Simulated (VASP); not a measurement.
Set up this calculation in VASP 6.6.1, as the native input.

```yaml
Task: single point
Functional: PBEsol
Potentials_or_basis: VASP PAW PBE potentials, release 64 (Hf_pv)
Cutoff: 520 eV
k_mesh: 7 × 7 × 4
Occupations: fermi-dirac, width 0.05 eV
Spin: no spin polarisation
Dipole_correction: no
Further_INCAR_settings: ALGO = Normal; EDIFF = 1e-07; NBANDS = 17
```

The structure of Hf lies in POSCAR:

```
Hf
1.0
    3.1508987078      0.0000000000      0.0000000000
   -1.5754493539      2.7287583257      0.0000000000
    0.0000000000      0.0000000000      5.0389647114
Hf
2
Direct
    0.3333333333      0.6666666667      0.2500000000
    0.6666666667      0.3333333333      0.7500000000
```

The input as run:

INCAR

```
SYSTEM = Hf
ALGO = Normal
EDIFF = 1E-7
ENCUT = 520
GGA = PS
ISIF = 2
ISMEAR = -1
LASPH = .True.
LCHARG = .False.
LREAL = .False.
LWAVE = .False.
NBANDS = 17
NELM = 80
PREC = Accurate
SIGMA = 0.05
```

KPOINTS

```
k-points
0
Gamma
  7 7 4
  0 0 0
```

Potentials or basis: VASP PAW PBE potentials, release 64 (Hf_pv).

Run with:

```console
$ cat potpaw_PBE.64/Hf_pv/POTCAR > POTCAR
$ mpirun -np 1 vasp_std > vasp.out
```

It gave:

```yaml
Pressure: -0.4 GPa
Band_gap_on_the_k_mesh: zero (bands 10 and 11 overlap by 1.37 eV)
```

Caveat: the PAW data sets were made with another functional, which shifts forces and pressure a little; spin-orbit coupling is left out, which moves the levels of the heavy elements.

It took 17 s on 1 thread of Intel Xeon 8259CL (shared host), peak memory 0.16 GiB.
